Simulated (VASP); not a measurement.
Set up this calculation in VASP 6.6.1, as the native input.

```yaml
Task: single point
Functional: PBE
Potentials_or_basis: VASP PAW PBE potentials, release 64 (Si)
Cutoff: 520 eV
k_mesh: 2 × 2 × 2
Occupations: gaussian, width 0.05 eV
Spin: no spin polarisation
Dipole_correction: no
Further_INCAR_settings: LREAL = Auto; ALGO = Normal; EDIFF = 1e-07; NBANDS = 48
```

The structure of Si (a cell with a defect) lies in POSCAR:

```
Si
1.0
    0.0000000000      5.4300000000      5.4300000000
    5.4300000000      0.0000000000      5.4300000000
    5.4300000000      5.4300000000      0.0000000000
Si
17
Direct
   -0.0013617864      0.0005586556      0.0006019337
    0.1279181400      0.1220385820      0.1221059853
    0.0020654696     -0.0059175875      0.5020803867
    0.1281182320      0.1222767956      0.6280900552
    0.0019990792      0.5020053407     -0.0057465930
    0.1280813076      0.6280639963      0.1223428177
    0.0024870166      0.5025988029      0.5026468692
    0.1251585635      0.6255053407      0.6256795580
    0.5003714549      0.0003913444      0.0004040516
    0.6249988950      0.1249716390      0.1249563536
    0.5005703499      0.0006729282      0.4985570902
    0.6220230203      0.1221593002      0.6278865562
    0.5005360958      0.4985852670      0.0006819521
    0.6219861878      0.6278944751      0.1221900552
    0.4937443831      0.5022163904      0.5022252302
    0.6221295580      0.6281875691      0.6281768877
    0.8751601289      0.3754783610      0.3756393186
```

One way to write it, as run:

INCAR

```
SYSTEM = Si
ALGO = Normal
EDIFF = 1E-7
ENCUT = 520
GGA = PE
ISIF = 2
ISMEAR = 0
LASPH = .True.
LCHARG = .False.
LREAL = Auto
LWAVE = .False.
NBANDS = 48
NELM = 60
PREC = Accurate
SIGMA = 0.05
```

KPOINTS

```
k-points
0
Gamma
  2 2 2
  0 0 0
```

Potentials or basis: VASP PAW PBE potentials, release 64 (Si).

Run with:

```bash
$ cat potpaw_PBE.64/Si/POTCAR > POTCAR
$ mpirun -np 1 vasp_std > vasp.out
```

It gave:

The pressure is 5.3 GPa, the largest force is 0.014 eV/Å and the band gap on the k mesh is zero (band 34 reaches 6.93 eV, above the bottom of band 35 at 6.67 eV).

Caveat: the k points lie up to 0.50 Å⁻¹ apart.

Wall time 2.9 min on 1 thread of Intel(R) Xeon(R) Platinum 8559C (Emerald Rapids) (shared host), peak memory 0.46 GiB.
